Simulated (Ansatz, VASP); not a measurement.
**Li5NbO5 in VASP and in Ansatz**

POSCAR

```
Li5NbO5
1.0
    2.8296507902     -4.6038351018      0.0073793672
    2.8296507902      4.6038351018      0.0073793672
   -2.2222757361      0.0000000000      8.6685400311
Li Nb O
10 2 10
Direct
    0.0505122352      0.7010845605      0.4402087164
    0.7718687771      0.5446908459      0.0422212549
    0.3306651083      0.6693348917      0.2500000000
    0.7010845605      0.0505122352      0.9402087164
    0.5446908459      0.7718687771      0.5422212549
    0.4553091541      0.2281312229      0.4577787451
    0.2989154395      0.9494877648      0.0597912836
    0.6693348917      0.3306651083      0.7500000000
    0.2281312229      0.4553091541      0.9577787451
    0.9494877648      0.2989154395      0.5597912836
    0.9127444790      0.0872555210      0.2500000000
    0.0872555210      0.9127444790      0.7500000000
    0.9889199997      0.3279577761      0.1064749096
    0.2013545400      0.4258886610      0.4122386748
    0.3279577761      0.9889199997      0.6064749096
    0.4258886610      0.2013545400      0.9122386748
    0.1147798732      0.8852201268      0.2500000000
    0.8852201268      0.1147798732      0.7500000000
    0.5741113390      0.7986454600      0.0877613252
    0.6720422239      0.0110800003      0.3935250904
    0.7986454600      0.5741113390      0.5877613252
    0.0110800003      0.6720422239      0.8935250904
```

Contents of INCAR.step1:

```
PREC = Accurate
ENCUT = 520
ISMEAR = 0
SIGMA = 0.02
LREAL = Auto
LASPH = T
NELM = 100
NBANDS = 75
GGA = PE
ALGO = Normal
EDIFF = 1E-4
LWAVE = T
LCHARG = F
```

The input INCAR.step2:

```
PREC = Accurate
ENCUT = 520
EDIFF = 1E-6
ISMEAR = 0
SIGMA = 0.02
LREAL = Auto
LASPH = T
NELM = 100
ALGO = Normal
ISIF = 2
LWAVE = F
LCHARG = F
METAGGA = R2SCAN
LMIXTAU = T
NBANDS = 75
ISTART = 1
```

The input KPOINTS:

```
regular mesh
0
Gamma
  6 6 4
```

Input for Ansatz:

```yaml
crystal:
  lattice:
    - [2.8296507902, -4.6038351018, 0.0073793672]
    - [2.8296507902, 4.6038351018, 0.0073793672]
    - [-2.2222757361, 0.0, 8.6685400311]
  atoms:
    - { symbol: Li, position: [0.0505122352, 0.7010845605, 0.4402087164] }
    - { symbol: Li, position: [0.7718687771, 0.5446908459, 0.0422212549] }
    - { symbol: Li, position: [0.3306651083, 0.6693348917, 0.25] }
    - { symbol: Li, position: [0.7010845605, 0.0505122352, 0.9402087164] }
    - { symbol: Li, position: [0.5446908459, 0.7718687771, 0.5422212549] }
    - { symbol: Li, position: [0.4553091541, 0.2281312229, 0.4577787451] }
    - { symbol: Li, position: [0.2989154395, 0.9494877648, 0.0597912836] }
    - { symbol: Li, position: [0.6693348917, 0.3306651083, 0.75] }
    - { symbol: Li, position: [0.2281312229, 0.4553091541, 0.9577787451] }
    - { symbol: Li, position: [0.9494877648, 0.2989154395, 0.5597912836] }
    - { symbol: Nb, position: [0.912744479, 0.087255521, 0.25] }
    - { symbol: Nb, position: [0.087255521, 0.912744479, 0.75] }
    - { symbol: O, position: [0.9889199997, 0.3279577761, 0.1064749096] }
    - { symbol: O, position: [0.20135454, 0.425888661, 0.4122386748] }
    - { symbol: O, position: [0.3279577761, 0.9889199997, 0.6064749096] }
    - { symbol: O, position: [0.425888661, 0.20135454, 0.9122386748] }
    - { symbol: O, position: [0.1147798732, 0.8852201268, 0.25] }
    - { symbol: O, position: [0.8852201268, 0.1147798732, 0.75] }
    - { symbol: O, position: [0.574111339, 0.79864546, 0.0877613252] }
    - { symbol: O, position: [0.6720422239, 0.0110800003, 0.3935250904] }
    - { symbol: O, position: [0.79864546, 0.574111339, 0.5877613252] }
    - { symbol: O, position: [0.0110800003, 0.6720422239, 0.8935250904] }
basis:
  ecutwfc: 500
kpoints:
  mp_grid: { grid: [6, 6, 4] }
  band_path:
    path:
      - [[0.0, 0.0, 0.0], [-0.5, 0.5, 0.0], [-0.5, 0.5, 0.5], [0.0, 0.0, 0.5], [0.0, 0.0, 0.0]]
      - [[-0.5, 0.0, 0.5], [0.0, 0.0, 0.0], [-0.5, 0.0, 0.0]]
    npoints: 10
hamiltonian:
  xc: r2scan
scf:
  occupations: { method: gaussian, width: 0.02 }
  n_extra_bands: 55
output:
  forces: true
  stress: true
  eigenvalues: true
  populations: true
  dos: { projected: true, de: 0.02, nscf_kmesh: { grid: [9, 9, 6] } }
  bader: false
  write_density: true
  write_potential: true
  elf: true
  volumetric_format: npy
```

Alike in both runs: task single point; functional r2SCAN; k mesh 6 × 6 × 4; occupations gaussian, width 0.02 eV; no spin polarisation.

```csv
,VASP,Ansatz
version,VASP 6.6.1,Ansatz 0.2.0
potentials or method,"VASP PAW PBE potentials, release 64 (Li_sv, Nb_sv, O), cutoff 520 eV","scalar-relativistic, plane waves, PAW"
valence electrons in the cell,116,116
```

```tsv
	VASP	Ansatz	Ansatz less VASP
gap on the k mesh at the Fermi level (eV)	4.50	4.47	-0.030
least direct gap on the mesh (eV)	4.56	4.53	-0.030
rms of the force components (eV/Å)	0.024	0.001	-0.0234
```

VASP's potentials were made for PBE, not for r2SCAN. Atom by atom the forces differ by 0.024 eV/Å (rms over components). The functional is the same, so the differences come from potentials, cutoffs and numerics.

Noted on VASP's run: the cutoff is under 1.25 times that of the potentials, so the pressure is a little rough.
